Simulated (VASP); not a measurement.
Crystal: ScAl3N4.

```
Sc Al N
1.0
     0.06973   -0.01622   -5.03675
    -0.03571   -5.68344   -0.01796
    -6.43864   -0.04127    0.08926
Sc Al N
2 6 8
Direct
  0.02427 0.17110 0.98717
  0.51677 0.82903 0.49862
  0.49234 0.81920 0.00205
  0.99005 0.17780 0.50506
  0.01172 0.66147 0.74883
  0.49137 0.33638 0.25881
  0.48388 0.34193 0.74877
  0.98959 0.66579 0.25057
  0.12027 0.80739 0.99766
  0.56964 0.15205 0.00810
  0.60667 0.66149 0.76872
  0.61690 0.65254 0.23456
  0.61987 0.19459 0.49706
  0.07831 0.84736 0.50561
  0.12745 0.33546 0.26345
  0.13091 0.34642 0.72495
```

| Quantity | Value |
| --- | --- |
| Program | VASP 6.6.1 |
| Task | relaxation of cell and atoms |
| Functional | PBE |
| Potentials or basis | VASP PAW PBE potentials, release 64 (Sc_sv, Al, N) |
| Cutoff | 600 eV |
| k mesh | 4 × 4 × 2 |
| Occupations | gaussian, width 0.1 eV |
| Spin | no spin polarisation |

At the start: pressure 1.1 GPa; volume 11.52 Å³/atom.

Problem. Where does the relaxation end?

Solution. Over 14 steps the energy falls by 43.4 meV/atom and the volume is 11.51 Å³/atom (-0.1 %); space group P1 (No. 1, to 0.1 Å) before, Pmn2_1 (No. 31, to 0.1 Å).

The path:
```csv
step,energy change (eV),largest force (eV/Å),pressure (GPa),volume (Å³)
1,0.0000,2.3652,1.11,184.27
2,-0.4601,1.3303,-1.92,186.34
3,-0.5617,0.8102,-1.49,185.70
4,-0.6615,0.3224,0.73,183.23
5,-0.6615,0.3236,0.65,183.31
6,-0.6828,0.1841,-0.10,184.12
7,-0.6837,0.1771,-0.29,184.34
8,-0.6908,0.1116,0.02,184.06
9,-0.6909,0.1230,0.09,184.00
10,-0.6934,0.0525,0.03,184.07
11,-0.6935,0.0619,0.02,184.08
12,-0.6942,0.0371,-0.02,184.14
13,-0.6943,0.0395,-0.04,184.17
14,-0.6945,0.0185,0.02,184.11
```

Final structure:
```cif
data_structure
_symmetry_space_group_name_H-M 'P 1'
_symmetry_Int_Tables_number 1
_cell_length_a 5.0654
_cell_length_b 5.6060
_cell_length_c 6.4835
_cell_angle_alpha 90.014
_cell_angle_beta 90.005
_cell_angle_gamma 89.998
_cell_volume 184.11
loop_
_atom_site_label
_atom_site_type_symbol
_atom_site_fract_x
_atom_site_fract_y
_atom_site_fract_z
_atom_site_occupancy
Sc1 Sc 0.00925 0.16344 0.99975 1
Sc2 Sc 0.50928 0.83653 0.50037 1
Al1 Al 0.49498 0.82102 0.00032 1
Al2 Al 0.99501 0.17903 0.49971 1
Al3 Al 0.99553 0.66215 0.74961 1
Al4 Al 0.49537 0.33778 0.24961 1
Al5 Al 0.49549 0.33771 0.75035 1
Al6 Al 0.99543 0.66233 0.25025 1
N1 N 0.11894 0.80361 0.99993 1
N2 N 0.58056 0.15846 0.99994 1
N3 N 0.62036 0.65559 0.76664 1
N4 N 0.62004 0.65582 0.23410 1
N5 N 0.61888 0.19644 0.49990 1
N6 N 0.08049 0.84156 0.49994 1
N7 N 0.12006 0.34426 0.26603 1
N8 N 0.12032 0.34428 0.73355 1
```

Caveat: the k points lie up to 0.48 Å⁻¹ apart in the final cell.
